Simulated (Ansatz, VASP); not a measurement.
Two plane-wave programs on Rh

Contents of INCAR:

```
ALGO = Normal
EDIFF = 1E-7
EDIFFG = -0.01
ENCUT = 600
GGA = PS
IBRION = 2
ISIF = 3
ISMEAR = 0
LASPH = True
LCHARG = False
LREAL = False
LWAVE = False
NELM = 80
NSW = 80
PREC = Accurate
SIGMA = 0.1
```

KPOINTS

```
k-points
0
Gamma
  18 18 18
```

Contents of POSCAR:

```
Rh
1.0
    0.0000000000      1.8915455545      1.8915455545
    1.8915455545      0.0000000000      1.8915455545
    1.8915455545      1.8915455545      0.0000000000
Rh
1
Direct
    0.0000000000      0.0000000000      0.0000000000
```

Input for Ansatz:

```yaml
crystal:
  lattice:
    - [0.0, 1.8915455545, 1.8915455545]
    - [1.8915455545, 0.0, 1.8915455545]
    - [1.8915455545, 1.8915455545, 0.0]
  atoms:
    - { symbol: Rh, position: [0.0, 0.0, 0.0] }
basis:
  ecutwfc: 420
kpoints:
  mp_grid: { grid: [18, 18, 18] }
hamiltonian:
  xc: pbesol
scf:
  occupations: { method: gaussian, width: 0.1 }
output:
  forces: true
  stress: true
  eigenvalues: true
relax:
  adjacent_minimum: "off"
  f_tol: 0.01
  max_steps: 60
  cell: { stress_tol: 0.1 }
```

Alike in both runs: task relaxation of cell and atoms; functional PBEsol; k mesh 18 × 18 × 18; occupations gaussian, width 0.1 eV; no spin polarisation.

|  | VASP | Ansatz |
| --- | --- | --- |
| version | VASP 6.6.1 | Ansatz 0.2.0 |
| potentials or method | VASP PAW PBE potentials, release 64 (Rh_pv), cutoff 600 eV | scalar-relativistic, plane waves, PAW |
| valence electrons in the cell | 15 | 17 |

Ansatz gave:

* gap on the k mesh at the Fermi level, each at its own relaxed structure (eV): none
* relaxed volume (Å³/atom): 13.50
* relaxed cell length with the largest relative difference (Å): 2.673

Problem. Which values does VASP return?

Solution. gap on the k mesh at the Fermi level, each at its own relaxed structure (eV): none; relaxed volume (Å³/atom): 13.49; relaxed cell length with the largest relative difference (Å): 2.672.

VASP's potentials were made for PBE, not for PBEsol. A gap of «none» marks a metal or a gap that the smearing closes. VASP's potentials hold 15 valence electrons a cell and Ansatz's 17, so a difference there can come from the potentials and not from the codes.
